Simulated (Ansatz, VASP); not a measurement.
VCrC2 in VASP and in Ansatz

Contents of INCAR:

```
SYSTEM = VCrC2
PREC = Accurate
ENCUT = 520
EDIFF = 1E-7
ISMEAR = -1
SIGMA = 0.05
LREAL = .False.
LASPH = .True.
NELM = 150
ALGO = Normal
ISIF = 2
LWAVE = .False.
LCHARG = .False.
ISPIN = 2
MAGMOM = 3 2 0 0
LORBIT = 11
NUPDOWN = 5.0
LMAXMIX = 4
GGA = PS
NBANDS = 28
```

File KPOINTS:

```
Automatic mesh
0
Gamma
  9 9 9
  0 0 0
```

Contents of POSCAR:

```
VCrC2
1.0
    1.4606320425      0.8432963029      4.7393853233
   -1.4606320425      0.8432963029      4.7393853233
    0.0000000000     -1.6865926058      4.7393853233
Cr V C
1 1 2
Direct
    0.5000000000      0.5000000000      0.5000000000
    0.0000000000      0.0000000000      0.0000000000
    0.2487590000      0.2487590000      0.2487590000
    0.7512410000      0.7512410000      0.7512410000
```

input.yaml

```yaml
crystal:
  lattice:
    - [1.4606320425, 0.8432963029, 4.7393853233]
    - [-1.4606320425, 0.8432963029, 4.7393853233]
    - [0.0, -1.6865926058, 4.7393853233]
  atoms:
    - { symbol: Cr, position: [0.5, 0.5, 0.5], spin: 3.0 }
    - { symbol: V, position: [0.0, 0.0, 0.0], spin: 2.0 }
    - { symbol: C, position: [0.248759, 0.248759, 0.248759] }
    - { symbol: C, position: [0.751241, 0.751241, 0.751241] }
hamiltonian:
  xc: pbesol
  pseudopotentials: { kind: paw }
magnetization:
  spin_polarized: true
  initial_magnetization: 5.0
  spin_locking: { lock_magnetization: hard }
kpoints:
  mp_grid: { grid: [9, 9, 9] }
scf:
  occupations: { method: fermi_dirac, width: 0.05 }
  lower_state_search: "off"
output:
  forces: true
  stress: true
  eigenvalues: true
```

Alike in both runs: task single point; functional PBEsol; k mesh 9 × 9 × 9; occupations fermi-dirac, width 0.05 eV; collinear spin; fixed moment 5 μB.

|  | VASP | Ansatz |
| --- | --- | --- |
| version | VASP 6.6.1 | Ansatz 0.2.0 |
| potentials or method | VASP PAW PBE potentials, release 64 (Cr_pv, V_sv, C) | Ansatz PAW |
| plane-wave cutoff (eV) | 520 | 420 |
| valence electrons in the cell | 33 | 35 |

|  | VASP | Ansatz | Ansatz less VASP |
| --- | --- | --- | --- |
| pressure (GPa) | 23.6 | 23.2 | -0.43 |
| traceless stress, the component that is largest in VASP (GPa) | 1.13 | 1.13 | +0.001 |
| rms of the force components (eV/Å) | 0.037 | 0.038 | +0.0002 |
| net moment per atom (μB) | 1.25 | 1.25 | 0.000 |
| size of the moment on the site where the two differ most (μB) | 2.63 | 2.23 | -0.402 |

VASP's potentials were made for PBE, not for PBEsol. Site moments also hang on the region over which each program counts them. Atom by atom the forces differ by 0.000 eV/Å (rms over components). VASP's potentials hold 33 valence electrons a cell and Ansatz's 35, so a difference there can come from the potentials and not from the codes.
